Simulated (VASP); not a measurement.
# Nb (Im-3m) in VASP: notebook, part 2 of 2

VASP 6.6.1. The steps go on from the part before.

**4. Single point, r2SCAN**

This run uses another cell than the first one, of 18.31 Å³/atom, 1.031 times its volume.

File POSCAR:

```
Nb
1.0
   -1.6604111732      1.6604111732      1.6604111732
    1.6604111732     -1.6604111732      1.6604111732
    1.6604111732      1.6604111732     -1.6604111732
Nb
1
Direct
    0.0000000000      0.0000000000      0.0000000000
```

File INCAR.step1:

```
  PREC = Accurate
  ENCUT = 520
  ISMEAR = -1
  SIGMA = 0.1
  LREAL = F
  LASPH = T
  NELM = 100
  NBANDS = 12
  GGA = PE
  ALGO = Normal
  EDIFF = 1E-4
  LWAVE = T
  LCHARG = F
```

File INCAR.step2:

```
  PREC = Accurate
  ENCUT = 520
  EDIFF = 1E-6
  ISMEAR = -1
  SIGMA = 0.1
  LREAL = F
  LASPH = T
  NELM = 100
  ALGO = Normal
  ISIF = 2
  LWAVE = F
  LCHARG = T
  METAGGA = R2SCAN
  LMIXTAU = T
  LELF = T
  LVHAR = T
  NBANDS = 12
  ISTART = 1
```

File KPOINTS:

```
Automatic mesh
0
Gamma
  14 14 14
```

Potentials or basis: VASP PAW PBE potentials, release 64 (Nb_sv).

Command:

```console
> cat potpaw_PBE.64/Nb_sv/POTCAR > POTCAR
> cp INCAR.step1 INCAR
> mpirun -np 1 vasp_std > vasp.out
> cp INCAR.step2 INCAR
> mpirun -np 1 vasp_std > vasp.out
```

OUTCAR:

```text
PREC = Accurate
   ENCUT = 520
   EDIFF = 1E-6
   ISMEAR = -1
   LREAL = F
   LASPH = T
   NELM = 100
   ISIF = 2
   METAGGA = R2SCAN
   ISTART = 1

 ion  position               nearest neighbor table
   1  0.000  0.000  0.000-

  LATTYP: Found a body centered cubic cell.
 ALAT       =     3.3208223464

  Lattice vectors:

 A1 = (  -1.6604111732,   1.6604111732,   1.6604111732)
 A2 = (   1.6604111732,  -1.6604111732,   1.6604111732)
 A3 = (   1.6604111732,   1.6604111732,  -1.6604111732)

Analysis of symmetry for initial positions (statically):
=====================================================================
 Subroutine PRICEL returns:
 Original cell was already a primitive cell.

 Routine SETGRP: Setting up the symmetry group for a
 body centered cubic supercell.

 Subroutine GETGRP returns: Found 48 space group operations
 (whereof 48 operations were pure point group operations)
 out of a pool of 48 trial point group operations.

The static configuration has the point symmetry O_h .

Analysis of symmetry for dynamics (positions and initial velocities):
=====================================================================
 Subroutine PRICEL returns:
 Original cell was already a primitive cell.

 Routine SETGRP: Setting up the symmetry group for a
 body centered cubic supercell.

 Subroutine GETGRP returns: Found 48 space group operations
 (whereof 48 operations were pure point group operations)
 out of a pool of 48 trial point group operations.

The dynamic configuration has the point symmetry O_h .

 Subroutine INISYM returns: Found 48 space group operations
 (whereof 48 operations are pure point group operations),
 and found     1 'primitive' translations

----------------------------------------------------------------------------------------

[... 109 lines left out ...]
     AMIX     =   0.40;   BMIX     =  1.00
     AMIX_MAG =   1.60;   BMIX_MAG =  1.00
  volume/ion in A,a.u.               =      18.31       123.57
  Fermi-wavevector in a.u.,A,eV,Ry     =   1.460451  2.759852 29.020097  2.132917
  Thomas-Fermi vector in A             =   2.576899
   LORBIT       =      0    0 simple, 1 ext, 2 COOP (PROOUT), +10 PAW based schemes
   METAGGA = R2SCAN    functional components
   LHFCALC =     F    Hartree Fock is set to
   AEXX    =    0.0000 exact exchange contribution
   IVDW    =     0    specifies the selected vdW correction
   LEPSILON=     F    determine dielectric tensor
   LRPA    =     F    only Hartree local field effects (RPA)
 non-spin polarized calculation
  energy-cutoff  :      520.00
  volume of cell :       18.31
 maximum number of plane-waves:       531
 NGX is ok and might be reduce to    24
   NGX = 11   NGY = 11   NGZ = 11

 number of electron      12.9999999 magnetization

 Free energy of the ion-electron system (eV)
  ---------------------------------------------------
  ext. energy  EPLUGINS =         0.00000000
  ---------------------------------------------------
  free energy    TOTEN  =       -24.86262317 eV

  energy without entropy =      -24.81435045  energy(sigma->0) =      -24.83848681

 E-fermi :  10.9230     XC(G=0): -13.5317

 val. band max:       10.9221360612   @ k =  -0.1429   0.2143   0.0714
 cond. band min:      10.9261037234   @ k =   0.2857   0.0714   0.0714
 fundamental gap:      0.0039676622
 Fermi energy:        10.9229513645

 k-point     1 :       0.0000    0.0000    0.0000
  band No.  band energies     occupation
      1     -45.2738      2.00000
      2     -19.8488      2.00000
      3     -19.8488      2.00000
      4     -19.8488      2.00000
      5       4.6474      2.00000
      6      11.3544      0.02639
      7      11.3544      0.02639
      8      11.3544      0.02639
      9      14.4224      0.00000
     10      14.4224      0.00000
     11      25.7387      0.00000
     12      25.7387      0.00000
[... 331 lines left out ...]
 k-point    24 :       0.3571    0.2857    0.0000
  band No.  band energies     occupation
      1     -44.9920      2.00000
      2     -20.9031      2.00000
      3     -20.6912      2.00000
      4     -20.0188      2.00000
      5       8.6205      2.00000
      6       9.6987      1.99999
      7      10.3291      1.99474
      8      14.5919      0.00000
      9      15.0794      0.00000
     10      21.2527      0.00000
     11      21.6445      0.00000
     12      23.1464      0.00000

 [... further k-points ...]
[... 5 lines left out ...]
  --------------------------------------------------------------------------------------
  -------------------------------------------------------------------------------------
  Total       -0.2691910     -0.2691910     -0.2691910      0.0000000      0.0000000      0.0000000
  in kB      -23.5539780    -23.5539780    -23.5539780      0.0000000      0.0000000      0.0000000
  external PRESSURE =     -23.5539780 kB  Pullay stress =       0.0000000 kB

 VOLUME and BASIS-vectors are now :
 -----------------------------------------------------------------------------
  energy-cutoff  :      520.00
  volume of cell :       18.31
      direct lattice vectors                 reciprocal lattice vectors
    -1.660411173  1.660411173  1.660411173     0.000000000  0.301130231  0.301130231
     1.660411173 -1.660411173  1.660411173     0.301130231  0.000000000  0.301130231
     1.660411173  1.660411173 -1.660411173     0.301130231  0.301130231  0.000000000

 POSITION                                       TOTAL-FORCE (eV/Angst)
 -----------------------------------------------------------------------------------
      0.00000      0.00000      0.00000        -0.000000     -0.000000      0.000000
 -----------------------------------------------------------------------------------
    total drift:                                0.000000      0.000000     -0.000000

  FREE ENERGIE OF THE ION-ELECTRON SYSTEM (eV)
  ---------------------------------------------------
  free  energy   TOTEN  =       -24.8626231689 eV

  energy  without entropy=      -24.8143504455  energy(sigma->0) =      -24.83848681
```

OSZICAR.step1:

```text
N       E                     dE             d eps       ncg     rms          rms(c)
DAV:   1     0.117793692541E+03    0.11779E+03   -0.73137E+03  2504   0.108E+03
DAV:   2    -0.573519506894E+01   -0.12353E+03   -0.11897E+03  2704   0.393E+02
DAV:   3    -0.103771878186E+02   -0.46420E+01   -0.44140E+01  3568   0.655E+01
DAV:   4    -0.106637871759E+02   -0.28660E+00   -0.28503E+00  3492   0.146E+01
DAV:   5    -0.106762639110E+02   -0.12477E-01   -0.12467E-01  3576   0.251E+00    0.694E+00
DAV:   6    -0.102784205341E+02    0.39784E+00   -0.60617E-01  3976   0.988E+00    0.241E+00
DAV:   7    -0.102329257245E+02    0.45495E-01   -0.18224E-01  4132   0.538E+00    0.953E-01
DAV:   8    -0.102381144276E+02   -0.51887E-02   -0.12118E-02  2972   0.144E+00    0.480E-02
DAV:   9    -0.102381614345E+02   -0.47007E-04   -0.99495E-04  3984   0.314E-01
   1 F= -.10238161E+02 E0= -.10212395E+02  d E =-.515331E-01
```

Wall time 49 s (1 thread of Intel Xeon Platinum 8259CL at 2.50GHz (Skylake/Cascade Lake), shared host); peak memory 0.16 GiB.

What came out:

```
Free energy : -24.8626 eV
Pressure    : -2.4 GPa
```

Caveat: the PAW data sets were made with another functional, which shifts forces and pressure a little.

**5. Single point, r2SCAN**

This run uses another cell than the first one, of 18.85 Å³/atom, 1.061 times its volume.

File POSCAR:

```
Nb
1.0
   -1.6766907523      1.6766907523      1.6766907523
    1.6766907523     -1.6766907523      1.6766907523
    1.6766907523      1.6766907523     -1.6766907523
Nb
1
Direct
    0.0000000000      0.0000000000      0.0000000000
```

File INCAR.step1:

```
PREC = Accurate
ENCUT = 520
ISMEAR = -1
SIGMA = 0.1
LREAL = F
LASPH = T
NELM = 80
NBANDS = 12
GGA = PE
ALGO = Normal
EDIFF = 1E-4
LWAVE = T
LCHARG = F
```

File INCAR.step2:

```
PREC = Accurate
ENCUT = 520
EDIFF = 1E-7
ISMEAR = -1
SIGMA = 0.1
LREAL = F
LASPH = T
NELM = 80
ALGO = Normal
ISIF = 2
LWAVE = F
LCHARG = F
METAGGA = R2SCAN
LMIXTAU = T
NBANDS = 12
ISTART = 1
```

File KPOINTS:

```
regular mesh
0
Gamma
  14 14 14
```

Potentials or basis: VASP PAW PBE potentials, release 64 (Nb_sv).

Command:

```console
> cat potpaw_PBE.64/Nb_sv/POTCAR > POTCAR
> cp INCAR.step1 INCAR
> mpirun -np 1 vasp_std > vasp.out
> cp INCAR.step2 INCAR
> mpirun -np 1 vasp_std > vasp.out
```

OUTCAR:

```text
PREC = Accurate
   ENCUT = 520
   EDIFF = 1E-7
   ISMEAR = -1
   LREAL = F
   LASPH = T
   NELM = 80
   ISIF = 2
   METAGGA = R2SCAN
   ISTART = 1

 ion  position               nearest neighbor table
   1  0.000  0.000  0.000-

  LATTYP: Found a body centered cubic cell.
 ALAT       =     3.3533815046

  Lattice vectors:

 A1 = (  -1.6766907523,   1.6766907523,   1.6766907523)
 A2 = (   1.6766907523,  -1.6766907523,   1.6766907523)
 A3 = (   1.6766907523,   1.6766907523,  -1.6766907523)

Analysis of symmetry for initial positions (statically):
=====================================================================
 Subroutine PRICEL returns:
 Original cell was already a primitive cell.

 Routine SETGRP: Setting up the symmetry group for a
 body centered cubic supercell.

 Subroutine GETGRP returns: Found 48 space group operations
 (whereof 48 operations were pure point group operations)
 out of a pool of 48 trial point group operations.

The static configuration has the point symmetry O_h .

Analysis of symmetry for dynamics (positions and initial velocities):
=====================================================================
 Subroutine PRICEL returns:
 Original cell was already a primitive cell.

 Routine SETGRP: Setting up the symmetry group for a
 body centered cubic supercell.

 Subroutine GETGRP returns: Found 48 space group operations
 (whereof 48 operations were pure point group operations)
 out of a pool of 48 trial point group operations.

The dynamic configuration has the point symmetry O_h .

 Subroutine INISYM returns: Found 48 space group operations
 (whereof 48 operations are pure point group operations),
 and found     1 'primitive' translations

----------------------------------------------------------------------------------------

                                     Primitive cell

  volume of cell :      18.8547

  direct lattice vectors                    reciprocal lattice vectors
    -1.676690752  1.676690752  1.676690752     0.000000000  0.298206452  0.298206452
     1.676690752 -1.676690752  1.676690752     0.298206452  0.000000000  0.298206452
     1.676690752  1.676690752 -1.676690752     0.298206452  0.298206452  0.000000000

  length of vectors
     2.904113572  2.904113572  2.904113572     0.421727609  0.421727609  0.421727609

  position of ions in fractional coordinates (direct lattice)
     0.000000000  0.000000000  0.000000000

  ion indices of the primitive-cell ions
   primitive index   ion index
                 1           1

----------------------------------------------------------------------------------------

 KPOINTS: regular mesh

Automatic generation of k-mesh.
 Grid dimensions read from file:
 generate k-points for:   14   14   14

 Generating k-lattice:

  Cartesian coordinates                     Fractional coordinates (reciprocal lattice)
     0.000000000  0.021300461  0.021300461     0.071428571  0.000000000  0.000000000
     0.021300461  0.000000000  0.021300461     0.000000000  0.071428571  0.000000000
     0.021300461  0.021300461  0.000000000     0.000000000  0.000000000  0.071428571

  Length of vectors
     0.030123401  0.030123401  0.030123401

  Shift w.r.t. Gamma in fractional coordinates (k-lattice)
     0.000000000  0.000000000  0.000000000

 Subroutine IBZKPT returns following result:
 ===========================================

 Found    104 irreducible k-points:

 Following reciprocal coordinates:
            Coordinates               Weight
  0.000000  0.000000  0.000000      1.000000
  0.071429  0.000000  0.000000     12.000000
  0.142857  0.000000  0.000000     12.000000
  0.214286  0.000000  0.000000     12.000000
  0.285714  0.000000  0.000000     12.000000
  0.357143  0.000000  0.000000     12.000000
[... 16 lines left out ...]
  0.285714  0.285714  0.000000     24.000000
  0.357143  0.285714  0.000000     24.000000
 [... further k-points ...]
   k-points           NKPTS =    104   k-points in BZ     NKDIM =    104   number of bands    NBANDS=     12
   number of dos      NEDOS =    301   number of ions     NIONS =      1
   total plane-waves  NPLWV =  13824
   dimension x,y,z NGX =    24 NGY =   24 NGZ =   24
   dimension x,y,z NGXF=    48 NGYF=   48 NGZF=   48
   ions per type =               1
   NGX,Y,Z   is equivalent  to a cutoff of  13.74, 13.74, 13.74 a.u.
   NGXF,Y,Z  is equivalent  to a cutoff of  27.48, 27.48, 27.48 a.u.
 SYSTEM =  unknown system
   PREC   = accura    normal or accurate (medium, high low for compatibility)
   ISTART =      1    job   : 0-new  1-cont  2-samecut
   ICHARG =      0    charge: 1-file 2-atom 10-const
   ISPIN  =      1    spin polarized calculation?
   LNONCOLLINEAR =      F non collinear calculations
   LSORBIT =      F    spin-orbit coupling
   LASPH  =      T    aspherical Exc in radial PAW
   ENCUT  =  520.0 eV  38.22 Ry    6.18 a.u.   5.40  5.40  5.40*2*pi/ulx,y,z
   NELM   =     80;   NELMIN=  2; NELMDL=  0     # of ELM steps
   EDIFF  = 0.1E-06   stopping-criterion for ELM
   LREAL  =      F    real-space projection
   EDIFFG = 0.1E-05   stopping-criterion for IOM
   NSW    =      0    number of steps for IOM
   IBRION =     -1    ionic relax: 0-MD 1-quasi-New 2-CG
   NFREE  =      0    steps in history (QN), initial steepest desc. (CG)
   ISIF   =      2    stress and relaxation
   ISYM   =      2    0-nonsym 1-usesym 2-fastsym
   POTIM  = 0.5000    time-step for ionic-motion
   TEBEG  =    0.0;   TEEND  =   0.0 temperature during run
   PSTRESS=    0.0 pullay stress
   NELECT =      13.0000    total number of electrons
   NUPDOWN=      -1.0000    fix difference up-down
   EMIN   =  10.00;   EMAX   =-10.00  energy-range for DOS
   EFERMI =   0.00;   METHOD = LEGACY
   ISMEAR =    -1;   SIGMA  =   0.10  broadening in eV -4-tet -1-fermi 0-gaus
   EFERMI_NEDOS =   21; number of points for ismear=-14 and -15
   IALGO  =     38    algorithm
   IMIX   =      4    mixing-type and parameters
     AMIX     =   0.40;   BMIX     =  1.00
     AMIX_MAG =   1.60;   BMIX_MAG =  1.00
  volume/ion in A,a.u.               =      18.85       127.24
  Fermi-wavevector in a.u.,A,eV,Ry     =   1.446271  2.733056 28.459300  2.091700
  Thomas-Fermi vector in A             =   2.564358
   LORBIT       =      0    0 simple, 1 ext, 2 COOP (PROOUT), +10 PAW based schemes
   METAGGA = R2SCAN    functional components
   LHFCALC =     F    Hartree Fock is set to
   AEXX    =    0.0000 exact exchange contribution
   IVDW    =     0    specifies the selected vdW correction
   LEPSILON=     F    determine dielectric tensor
   LRPA    =     F    only Hartree local field effects (RPA)
 non-spin polarized calculation
  energy-cutoff  :      520.00
  volume of cell :       18.85
 maximum number of plane-waves:       531
 NGX is ok and might be reduce to    24
   NGX = 11   NGY = 11   NGZ = 11

 number of electron      12.9999999 magnetization

 Free energy of the ion-electron system (eV)
  ---------------------------------------------------
  ext. energy  EPLUGINS =         0.00000000
  ---------------------------------------------------
  free energy    TOTEN  =       -24.84674778 eV

  energy without entropy =      -24.79809773  energy(sigma->0) =      -24.82242276

 E-fermi :  10.5214     XC(G=0): -13.3634

 val. band max:       10.5214155106   @ k =  -0.2143   0.2143   0.0714
 cond. band min:      10.5354218034   @ k =  -0.1429   0.2143   0.0714
 fundamental gap:      0.0140062928
 Fermi energy:        10.5214473110

 k-point     1 :       0.0000    0.0000    0.0000
  band No.  band energies     occupation
      1     -45.7179      2.00000
      2     -20.3524      2.00000
      3     -20.3524      2.00000
      4     -20.3524      2.00000
      5       4.3029      2.00000
      6      10.9610      0.02438
      7      10.9610      0.02438
      8      10.9610      0.02438
      9      13.9338      0.00000
     10      13.9338      0.00000
     11      25.2547      0.00000
     12      25.2548      0.00000

 k-point     2 :       0.0714    0.0000    0.0000
  band No.  band energies     occupation
      1     -45.7071      2.00000
      2     -20.4191      2.00000
      3     -20.3726      2.00000
      4     -20.3529      2.00000
      5       4.5124      2.00000
      6      10.8323      0.08553
      7      10.9265      0.03424
      8      11.1584      0.00342
      9      13.7419      0.00000
     10      13.9339      0.00000
     11      25.4183      0.00000
     12      25.6187      0.00000
[... 316 lines left out ...]
 k-point    24 :       0.3571    0.2857    0.0000
  band No.  band energies     occupation
      1     -45.4676      2.00000
      2     -21.3137      2.00000
      3     -21.1203      2.00000
      4     -20.5073      2.00000
      5       8.3061      2.00000
      6       9.3336      1.99999
      7       9.9254      1.99486
      8      14.0837      0.00000
      9      14.5469      0.00000
     10      20.5116      0.00000
     11      20.9066      0.00000
     12      22.3809      0.00000

 [... further k-points ...]
[... 5 lines left out ...]
  --------------------------------------------------------------------------------------
  -------------------------------------------------------------------------------------
  Total       -0.8243651     -0.8243651     -0.8243651      0.0000000      0.0000000     -0.0000000
  in kB      -70.0505073    -70.0505073    -70.0505073      0.0000000      0.0000000     -0.0000000
  external PRESSURE =     -70.0505073 kB  Pullay stress =       0.0000000 kB

 VOLUME and BASIS-vectors are now :
 -----------------------------------------------------------------------------
  energy-cutoff  :      520.00
  volume of cell :       18.85
      direct lattice vectors                 reciprocal lattice vectors
    -1.676690752  1.676690752  1.676690752     0.000000000  0.298206452  0.298206452
     1.676690752 -1.676690752  1.676690752     0.298206452  0.000000000  0.298206452
     1.676690752  1.676690752 -1.676690752     0.298206452  0.298206452  0.000000000

 POSITION                                       TOTAL-FORCE (eV/Angst)
 -----------------------------------------------------------------------------------
      0.00000      0.00000      0.00000         0.000000     -0.000000      0.000000
 -----------------------------------------------------------------------------------
    total drift:                                0.000000      0.000000     -0.000000

  FREE ENERGIE OF THE ION-ELECTRON SYSTEM (eV)
  ---------------------------------------------------
  free  energy   TOTEN  =       -24.8467477773 eV

  energy  without entropy=      -24.7980977342  energy(sigma->0) =      -24.82242276
```

OSZICAR.step1:

```text
N       E                     dE             d eps       ncg     rms          rms(c)
DAV:   1     0.115423392824E+03    0.11542E+03   -0.73177E+03  2504   0.108E+03
DAV:   2    -0.576012243294E+01   -0.12118E+03   -0.11701E+03  2732   0.385E+02
DAV:   3    -0.103760345637E+02   -0.46159E+01   -0.43751E+01  3540   0.651E+01
DAV:   4    -0.106767372483E+02   -0.30070E+00   -0.29849E+00  3512   0.154E+01
DAV:   5    -0.106919801784E+02   -0.15243E-01   -0.15236E-01  3624   0.268E+00    0.667E+00
DAV:   6    -0.102696432257E+02    0.42234E+00   -0.63675E-01  3992   0.101E+01    0.229E+00
DAV:   7    -0.102208127412E+02    0.48830E-01   -0.18627E-01  4132   0.538E+00    0.960E-01
DAV:   8    -0.102256206925E+02   -0.48080E-02   -0.12010E-02  2980   0.143E+00    0.539E-02
DAV:   9    -0.102256579590E+02   -0.37267E-04   -0.98162E-04  3952   0.328E-01
   1 F= -.10225658E+02 E0= -.10199460E+02  d E =-.523963E-01
```

It took 73 s on 1 thread of Intel Xeon Platinum 8259CL at 2.50GHz (Skylake/Cascade Lake), shared host; peak memory 0.16 GiB.

Results:

```yaml
Free_energy: -24.8467 eV
Pressure: -7.0 GPa
```

Caveat: the PAW data sets were made with another functional, which shifts forces and pressure a little.

**6. Overview**

```csv
cell,gap on the mesh (eV),pressure (GPa)
"a = 2.847 Å, angles 109.5°, 1 atom",none,2.8
"a = 2.876 Å, angles 109.5°, 1 atom",none,-2.4
"a = 2.904 Å, angles 109.5°, 1 atom",none,-7.0
```

Alike in all rows: task single point; level r2SCAN; potentials or basis VASP PAW PBE potentials, release 64 (Nb_sv); no spin polarisation; k mesh 14 × 14 × 14; cutoff (eV) 520; smearing fermi-dirac 0.1 eV.

Caveats: the PAW data sets were made with another functional, which shifts forces and pressure a little.

Absolute energies hang on the potentials; compare differences alone.
